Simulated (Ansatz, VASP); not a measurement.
## One calculation of SnTe, two programs

The input INCAR:

```
  PREC = Accurate
  ENCUT = 600
  EDIFF = 1E-6
  ISMEAR = 0
  SIGMA = 0.1
  LREAL = F
  LASPH = T
  NELM = 100
  ALGO = Normal
  ISIF = 3
  LWAVE = F
  LCHARG = F
  GGA = PE
  IBRION = 2
  NSW = 100
  EDIFFG = -0.01
```

Contents of KPOINTS:

```
Automatic mesh
0
Gamma
  12 12 6
```

File POSCAR:

```
SnTe
1.0
    4.4506610732      0.0000000000      0.0000000000
   -2.2253305366      3.8543855530      0.0000000000
    0.0000000000      0.0000000000      7.7477435295
Sn Te
2 2
Direct
    0.0000000000      0.0000000000      0.0000000000
    0.0000000000      0.0000000000      0.5000000000
    0.3333333333      0.6666666667      0.2500000000
    0.6666666667      0.3333333333      0.7500000000
```

Input for Ansatz:

```yaml
crystal:
  lattice:
    - [4.4506610732, 0.0, 0.0]
    - [-2.2253305366, 3.854385553, 0.0]
    - [0.0, 0.0, 7.7477435295]
  atoms:
    - { symbol: Sn, position: [0.0, 0.0, 0.0] }
    - { symbol: Sn, position: [0.0, 0.0, 0.5] }
    - { symbol: Te, position: [0.3333333333, 0.6666666667, 0.25] }
    - { symbol: Te, position: [0.6666666667, 0.3333333333, 0.75] }
basis:
  ecutwfc: 420
kpoints:
  mp_grid: { grid: [12, 12, 6] }
hamiltonian:
  xc: pbe
scf:
  occupations: { method: gaussian, width: 0.1 }
output:
  forces: true
  stress: true
  eigenvalues: true
  write_density: true
  write_potential: true
  elf: true
  volumetric_format: npy
relax:
  adjacent_minimum: "off"
  f_tol: 0.01
  max_steps: 80
  cell: { stress_tol: 0.05 }
```

Alike in both runs: task relaxation of cell and atoms; functional PBE; k mesh 12 × 12 × 6; occupations gaussian, width 0.1 eV; no spin polarisation.

|  | VASP | Ansatz |
| --- | --- | --- |
| version | VASP 6.6.1 | Ansatz 0.2.0 |
| potentials or method | VASP PAW PBE potentials, release 64 (Sn_d, Te), cutoff 600 eV | scalar-relativistic, plane waves, PAW |
| valence electrons in the cell | 40 | 60 |

|  | VASP | Ansatz | Ansatz less VASP |
| --- | --- | --- | --- |
| gap on the k mesh at the Fermi level, each at its own relaxed structure (eV) | none | none | - |
| relaxed volume (Å³/atom) | 33.58 | 33.60 | +0.017 |
| relaxed length of the cell vector where the two differ most in proportion (Å) | 7.868 | 7.858 | -0.0102 |

A gap of «none» marks a metal or a gap that the smearing closes. VASP's potentials hold 40 valence electrons a cell and Ansatz's 60, so a difference there can come from the potentials and not from the codes.

Spin-orbit coupling is off throughout.
